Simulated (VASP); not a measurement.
Mn, 1 atom in the cell. The cell holds a sheet with vacuum, 1 atom: a = 2.614 Å, b = 2.614 Å, c = 23.800 Å, α = 90.00°, β = 90.00°, γ = 90.00°. 

* Program: VASP 6.6.1
* Task: single point
* Functional: PBE
* Potentials or basis: VASP PAW PBE potentials, release 64 (Mn_pv)
* Cutoff: 520 eV
* k mesh: 22 × 22 × 1
* Occupations: gaussian, width 0.1 eV
* Spin: collinear spin, ferromagnetic start
* Starting moments: [4.13] μB
* Dipole correction: yes
* Further INCAR settings: ALGO = Normal; EDIFF = 1e-06; NBANDS = 16

Potentials or basis: VASP PAW PBE potentials, release 64 (Mn_pv).

Command:

```console
$ cat potpaw_PBE.64/Mn_pv/POTCAR > POTCAR
$ mpirun -np 1 vasp_std > vasp.out
```

Hardware: 1 thread of Intel(R) Xeon(R) Platinum 8375C CPU @ 2.90GHz (Ice Lake), on a shared host.

Estimate the wall time of this run.

Wall time 7.1 min on 1 thread of Intel(R) Xeon(R) Platinum 8375C CPU @ 2.90GHz (Ice Lake), with other jobs on the host, peak memory 0.5 GiB. Counts: scf iterations 27, k points 78.
